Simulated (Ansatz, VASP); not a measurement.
**One calculation of Zn2CdSe, two programs**

```
Zn Cd Se
1.0
     3.94182    0.00000    0.00000
    -1.97091    3.41372    0.00000
     0.00000    0.00000    7.05342
Zn Cd Se
2 1 1
Direct
  0.00000 0.00000 0.24754
  0.00000 0.00000 0.75246
  0.00000 0.00000 0.00000
  0.00000 0.00000 0.50000
```

Alike in both runs: task relaxation of cell and atoms; functional PBE; k mesh 6 × 6 × 4; occupations gaussian, width 0.1 eV; no spin polarisation.

|  | VASP | Ansatz |
| --- | --- | --- |
| version | VASP 6.6.1 | Ansatz 0.2.0 |
| potentials or method | VASP PAW PBE potentials, release 64 (Zn, Cd, Se), cutoff 600 eV | scalar-relativistic, plane waves, PAW |
| valence electrons in the cell | 42 | 60 |

```csv
,VASP,Ansatz,Ansatz less VASP
"gap on the k mesh at the Fermi level, each at its own relaxed structure (eV)",none,none,-
relaxed volume (Å³/atom),20.11,20.43,+0.319
relaxed cell length with the largest relative difference (Å),11.252,11.456,+0.2043
```

A gap of «none» marks a metal or a gap that the smearing closes. VASP's potentials hold 42 valence electrons a cell and Ansatz's 60, so a difference there can come from the potentials and not from the codes.

Noted on VASP's run: the volume moved by over 15 % at a fixed basis, so the end points are rough.
